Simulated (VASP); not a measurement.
Here is a VASP 6.6.1 calculation.

The input POSCAR:

```
TaCo
1.0
    3.0683990000      0.0000000000      0.0000000000
    0.0000000000      6.1367980000      0.0000000000
    0.0000000000      0.0000000000      3.0683990000
Ta Co
2 2
Direct
    0.0000000000      0.0000000000      0.0000000000
    0.0000000000      0.5000000000      0.0000000000
    0.5000000000      0.2500000000      0.5000000000
    0.5000000000      0.7500000000      0.5000000000
```

The input INCAR.step1:

```
PREC = Accurate
ENCUT = 660
ISMEAR = -1
SIGMA = 0.15
LREAL = False
LASPH = True
NELM = 200
ISPIN = 2
MAGMOM = 0 0 3.2 3.2
LMAXMIX = 4
NBANDS = 32
GGA = PE
ALGO = Normal
EDIFF = 1E-5
LWAVE = True
LCHARG = False
GGA_COMPAT = False
```

INCAR.step2

```
PREC = Accurate
ENCUT = 660
EDIFF = 1E-6
ISMEAR = -1
SIGMA = 0.15
LREAL = False
LASPH = True
NELM = 200
ALGO = Normal
ISIF = 2
LWAVE = False
LCHARG = False
ISPIN = 2
MAGMOM = 0 0 3.2 3.2
LORBIT = 11
LMAXMIX = 4
METAGGA = R2SCAN
LMIXTAU = True
NBANDS = 32
ISTART = 1
GGA_COMPAT = False
```

Contents of KPOINTS:

```
Automatic mesh
0
Gamma
  6 3 6
```

Potentials or basis: VASP PAW PBE potentials, release 64 (Ta_pv, Co).

The run is started by

```sh
$ cat potpaw_PBE.64/Ta_pv/POTCAR potpaw_PBE.64/Co/POTCAR > POTCAR
$ cp INCAR.step1 INCAR
$ mpirun -np 1 vasp_std > vasp.out
$ cp INCAR.step2 INCAR
$ mpirun -np 1 vasp_std > vasp.out
```

Question: Estimate the site moments.

Answer: Ta +0.21; Co +1.67 μB.

Question: What does it give for the pressure?

Answer: 0.5 GPa.

Question: Predict the net moment.

Answer: 3.74 μB per cell.

Caveat: the PAW data sets were made with another functional, which shifts forces and pressure a little.
